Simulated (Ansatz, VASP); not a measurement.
# Sn in VASP and in Ansatz

```
CELL_PARAMETERS angstrom
-1.86957 1.86957 1.86957
1.86957 -1.86957 1.86957
1.86957 1.86957 -1.86957
ATOMIC_POSITIONS crystal
Sn 0.00000 0.00000 0.00000
```

Alike in both runs: task single point; functional RPBE; k mesh 13 × 13 × 13; occupations fermi-dirac, width 0.1 eV; no spin polarisation.

```csv
,VASP,Ansatz
version,VASP 6.6.1,Ansatz 0.2.0
potentials or method,"VASP PAW PBE potentials, release 64 (Sn_d), cutoff 520 eV","plane waves (420 eV) with PAW, scalar-relativistic"
valence electrons in the cell,14,14
```

```csv
,VASP,Ansatz,Ansatz less VASP
pressure (GPa),4.6,4.7,+0.04
```

VASP's potentials were made for PBE, not for RPBE.
